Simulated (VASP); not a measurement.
# SiC (P6_3mc) in VASP: notebook

Runs on SiC. Level: r2SCAN. Tasks: single point.

Everything below comes from runs of VASP 6.6.1. Logs are shortened: lines on timing, memory, paths and dates and some standing lists are left out, and cuts for length are marked.

## 1. The cell of the first run

Symmetry: P6_3mc, No. 186, hexagonal system. Conventional cell: a = 3.075 Å, b = 3.075 Å, c = 4.846 Å, α = 90.00°, β = 90.00°, γ = 120.00°. Si (site symmetry 3m) has 4 C at 1.85 to 1.87 Å within 2.5 Å. C (site symmetry 3m) has 4 Si at 1.85 to 1.87 Å within 2.5 Å.

## 2. Single point, r2SCAN

Input file POSCAR:

```
SiC
1.0
    3.0752975751      0.0000000000      0.0000000000
   -1.5376487876      2.6632858243      0.0000000000
    0.0000000000      0.0000000000      4.8464073605
Si C
2 2
Direct
    0.3333333333      0.6666666667      0.4970255527
    0.6666666667      0.3333333333      0.9970255527
    0.3333333333      0.6666666667      0.8779744473
    0.6666666667      0.3333333333      0.3779744473
```

Input file INCAR.step1:

```
SYSTEM = SiC
PREC = Accurate
ENCUT = 520
ISMEAR = 0
SIGMA = 0.02
LREAL = .FALSE.
LASPH = .TRUE.
NELM = 80
NBANDS = 16
GGA = PE
ALGO = Normal
EDIFF = 1E-4
LWAVE = .TRUE.
LCHARG = .FALSE.
```

Input file INCAR.step2:

```
SYSTEM = SiC
PREC = Accurate
ENCUT = 520
EDIFF = 1E-7
ISMEAR = 0
SIGMA = 0.02
LREAL = .FALSE.
LASPH = .TRUE.
NELM = 80
ALGO = Normal
ISIF = 2
LWAVE = .FALSE.
LCHARG = .FALSE.
METAGGA = R2SCAN
LMIXTAU = .TRUE.
NBANDS = 16
ISTART = 1
```

Input file KPOINTS:

```
Automatic mesh
0
G
  12 12 6
  0 0 0
```

Potentials or basis: VASP PAW PBE potentials, release 64 (Si, C).

The run is started by

```sh
> cat potpaw_PBE.64/Si/POTCAR potpaw_PBE.64/C/POTCAR > POTCAR
> cp INCAR.step1 INCAR
> mpirun -np 1 vasp_std > vasp.out
> cp INCAR.step2 INCAR
> mpirun -np 1 vasp_std > vasp.out
```

OUTCAR:

```text
SYSTEM = SiC
   PREC = Accurate
   ENCUT = 520
   EDIFF = 1E-7
   ISMEAR = 0
   LREAL = .FALSE.
   LASPH = .TRUE.
   NELM = 80
   ISIF = 2
   METAGGA = R2SCAN
   ISTART = 1

 ion  position               nearest neighbor table
   1  0.333  0.667  0.497-   3 1.85   4 1.87   4 1.87   4 1.87   2 3.00   2 3.00   2 3.00   2 3.00
                             2 3.00   2 3.00
   2  0.667  0.333  0.997-   4 1.85   3 1.87   3 1.87   3 1.87   1 3.00   1 3.00   1 3.00   1 3.00
                             1 3.00   1 3.00
   3  0.333  0.667  0.878-   1 1.85   2 1.87   2 1.87   2 1.87
   4  0.667  0.333  0.378-   2 1.85   1 1.87   1 1.87   1 1.87

  LATTYP: Found a hexagonal cell.
 ALAT       =     3.0752975751
 C/A-ratio  =     1.5759149293

  Lattice vectors:

 A1 = (   3.0752975751,   0.0000000000,   0.0000000000)
 A2 = (  -1.5376487876,   2.6632858243,   0.0000000000)
 A3 = (   0.0000000000,   0.0000000000,   4.8464073605)

Analysis of symmetry for initial positions (statically):
=====================================================================
 Subroutine PRICEL returns:
 Original cell was already a primitive cell.

 Routine SETGRP: Setting up the symmetry group for a
 hexagonal supercell.

 Subroutine GETGRP returns: Found 12 space group operations
 (whereof  6 operations were pure point group operations)
 out of a pool of 24 trial point group operations.

The static configuration has the point symmetry C_3v.
 The point group associated with its full space group is C_6v.

Analysis of symmetry for dynamics (positions and initial velocities):
=====================================================================
 Subroutine PRICEL returns:
 Original cell was already a primitive cell.

 Routine SETGRP: Setting up the symmetry group for a
 hexagonal supercell.

 Subroutine GETGRP returns: Found 12 space group operations
 (whereof  6 operations were pure point group operations)
 out of a pool of 24 trial point group operations.

The dynamic configuration has the point symmetry C_3v.
 The point group associated with its full space group is C_6v.

 Subroutine INISYM returns: Found 12 space group operations
 (whereof  6 operations are pure point group operations),
 and found     1 'primitive' translations

----------------------------------------------------------------------------------------

                                     Primitive cell

  volume of cell :      39.6940

[... 88 lines left out ...]
   LSORBIT =      F    spin-orbit coupling
   LASPH  =      T    aspherical Exc in radial PAW
   ENCUT  =  520.0 eV  38.22 Ry    6.18 a.u.   5.72  5.72  9.01*2*pi/ulx,y,z
   NELM   =     80;   NELMIN=  2; NELMDL=  0     # of ELM steps
   EDIFF  = 0.1E-06   stopping-criterion for ELM
   LREAL  =      F    real-space projection
   EDIFFG = 0.1E-05   stopping-criterion for IOM
   NSW    =      0    number of steps for IOM
   IBRION =     -1    ionic relax: 0-MD 1-quasi-New 2-CG
   NFREE  =      0    steps in history (QN), initial steepest desc. (CG)
   ISIF   =      2    stress and relaxation
   ISYM   =      2    0-nonsym 1-usesym 2-fastsym
   POTIM  = 0.5000    time-step for ionic-motion
   TEBEG  =    0.0;   TEEND  =   0.0 temperature during run
   PSTRESS=    0.0 pullay stress
   NELECT =      16.0000    total number of electrons
   NUPDOWN=      -1.0000    fix difference up-down
   EMIN   =  10.00;   EMAX   =-10.00  energy-range for DOS
   EFERMI =   0.00;   METHOD = LEGACY
   ISMEAR =     0;   SIGMA  =   0.02  broadening in eV -4-tet -1-fermi 0-gaus
   EFERMI_NEDOS =   21; number of points for ismear=-14 and -15
   IALGO  =     38    algorithm
   IMIX   =      4    mixing-type and parameters
     AMIX     =   0.40;   BMIX     =  1.00
     AMIX_MAG =   1.60;   BMIX_MAG =  1.00
  volume/ion in A,a.u.               =       9.92        66.97
  Fermi-wavevector in a.u.,A,eV,Ry     =   1.209316  2.285276 19.897782  1.462446
  Thomas-Fermi vector in A             =   2.344897
   LORBIT       =      0    0 simple, 1 ext, 2 COOP (PROOUT), +10 PAW based schemes
   METAGGA = R2SCAN    functional components
   LHFCALC =     F    Hartree Fock is set to
   AEXX    =    0.0000 exact exchange contribution
   IVDW    =     0    specifies the selected vdW correction
   LEPSILON=     F    determine dielectric tensor
   LRPA    =     F    only Hartree local field effects (RPA)
 non-spin polarized calculation
 Gauss-broadening in eV      SIGMA  =   0.02
  energy-cutoff  :      520.00
  volume of cell :       39.69
 maximum number of plane-waves:      1090
 NGX is ok and might be reduce to    24
   NGX = 11   NGY = 11   NGZ = 19

 number of electron      16.0000000 magnetization

 Free energy of the ion-electron system (eV)
  ---------------------------------------------------
  ext. energy  EPLUGINS =         0.00000000
  ---------------------------------------------------
  free energy    TOTEN  =       -38.51401095 eV

  energy without entropy =      -38.51401095  energy(sigma->0) =      -38.51401095

 E-fermi :   8.9983     XC(G=0): -12.1101

 val. band max:        8.8145092924   @ k =   0.0000   0.0000   0.0000
 cond. band min:      11.4453127869   @ k =   0.3333   0.3333   0.0000
 fundamental gap:      2.6308034944
 Fermi energy:         8.9983436527

 k-point     1 :       0.0000    0.0000    0.0000
  band No.  band energies     occupation
      1      -8.0798      2.00000
      2      -3.9732      2.00000
      3      -0.4535      2.00000
      4       6.8945      2.00000
      5       6.8945      2.00000
      6       8.5070      2.00000
[... 433 lines left out ...]
      3       0.8337      2.00000
      4       2.7234      2.00000
      5       3.6072      2.00000
      6       5.3006      2.00000
[... 8 lines left out ...]
     15      21.5679      0.00000
     16      21.6067      0.00000

 [... further k-points ...]
[... 5 lines left out ...]
  --------------------------------------------------------------------------------------
  -------------------------------------------------------------------------------------
  Total        0.5740578      0.5740578      6.1001527     -0.0000000      0.0000000      0.0000000
  in kB       23.1708164     23.1708164    246.2217707     -0.0000000      0.0000000      0.0000000
  external PRESSURE =      97.5211345 kB  Pullay stress =       0.0000000 kB

 VOLUME and BASIS-vectors are now :
 -----------------------------------------------------------------------------
  energy-cutoff  :      520.00
  volume of cell :       39.69
      direct lattice vectors                 reciprocal lattice vectors
     3.075297575  0.000000000  0.000000000     0.325171784  0.187738017  0.000000000
    -1.537648788  2.663285824  0.000000000     0.000000000  0.375476034  0.000000000
     0.000000000  0.000000000  4.846407360     0.000000000  0.000000000  0.206338412

 POSITION                                       TOTAL-FORCE (eV/Angst)
 -----------------------------------------------------------------------------------
     -0.00000      1.77552      2.40879         0.000000     -0.000000     -0.002541
      1.53765      0.88776      4.83199        -0.000000      0.000000     -0.002541
     -0.00000      1.77552      4.25502        -0.000000      0.000000      0.002541
      1.53765      0.88776      1.83182        -0.000000      0.000000      0.002541
 -----------------------------------------------------------------------------------
    total drift:                                0.000000      0.000000     -0.000371

  FREE ENERGIE OF THE ION-ELECTRON SYSTEM (eV)
  ---------------------------------------------------
  free  energy   TOTEN  =       -38.5140109511 eV

  energy  without entropy=      -38.5140109511  energy(sigma->0) =      -38.51401095
```

OUTCAR.step1:

```text
SYSTEM = SiC
   PREC = Accurate
   ENCUT = 520
   ISMEAR = 0
   LREAL = .FALSE.
   LASPH = .TRUE.
   NELM = 80
[... 689 lines left out ...]
      1.53765      0.88776      4.83199         0.000000     -0.000000     -0.050605
     -0.00000      1.77552      4.25502        -0.000000     -0.000000      0.050605
      1.53765      0.88776      1.83182         0.000000      0.000000      0.050605
 -----------------------------------------------------------------------------------
    total drift:                                0.000000      0.000000     -0.002688

  FREE ENERGIE OF THE ION-ELECTRON SYSTEM (eV)
  ---------------------------------------------------
  free  energy   TOTEN  =       -29.9483726376 eV

  energy  without entropy=      -29.9483726376  energy(sigma->0) =      -29.94837264
```

OSZICAR.step1:

```text
N       E                     dE             d eps       ncg     rms          rms(c)
DAV:   1     0.248459984689E+02    0.24846E+02   -0.72284E+03  2440   0.901E+02
DAV:   2    -0.315402095460E+02   -0.56386E+02   -0.51742E+02  3424   0.159E+02
DAV:   3    -0.339172777050E+02   -0.23771E+01   -0.23701E+01  3216   0.303E+01
DAV:   4    -0.339337338994E+02   -0.16456E-01   -0.16454E-01  2968   0.307E+00
DAV:   5    -0.339338916109E+02   -0.15771E-03   -0.15771E-03  3176   0.283E-01    0.131E+01
DAV:   6    -0.300690968494E+02    0.38648E+01   -0.67292E+00  3096   0.160E+01    0.599E+00
DAV:   7    -0.299670061813E+02    0.10209E+00   -0.12278E+00  3480   0.653E+00    0.257E+00
DAV:   8    -0.299496221013E+02    0.17384E-01   -0.52225E-02  2800   0.144E+00    0.647E-01
DAV:   9    -0.299480355135E+02    0.15866E-02   -0.78260E-03  3160   0.604E-01    0.122E-01
DAV:  10    -0.299483480612E+02   -0.31255E-03   -0.99691E-04  3024   0.184E-01    0.574E-02
DAV:  11    -0.299483726376E+02   -0.24576E-04   -0.77586E-05  2048   0.668E-02
   1 F= -.29948373E+02 E0= -.29948373E+02  d E =-.512136E-16
```

Wall time 2.2 min (1 thread of Intel Xeon Platinum 8259CL at 2.50GHz (Skylake/Cascade Lake), shared host); peak memory 0.18 GiB.

Results:

- Free energy: -38.5140 eV
- Pressure: 9.8 GPa
- Band gap on the k mesh: 2.63 eV (least direct gap 4.22 eV)

Forces on the atoms (eV/Å):
```
Si   0.000  0.000 -0.003
Si   0.000  0.000 -0.003
C    0.000  0.000  0.003
C    0.000  0.000  0.003
```

Caveat: the stress differs along the axes, from 2 to 25 GPa; the PAW data sets were made with another functional, which shifts forces and pressure a little. A k mesh can miss the band edges.

[end of part 1 of 2]
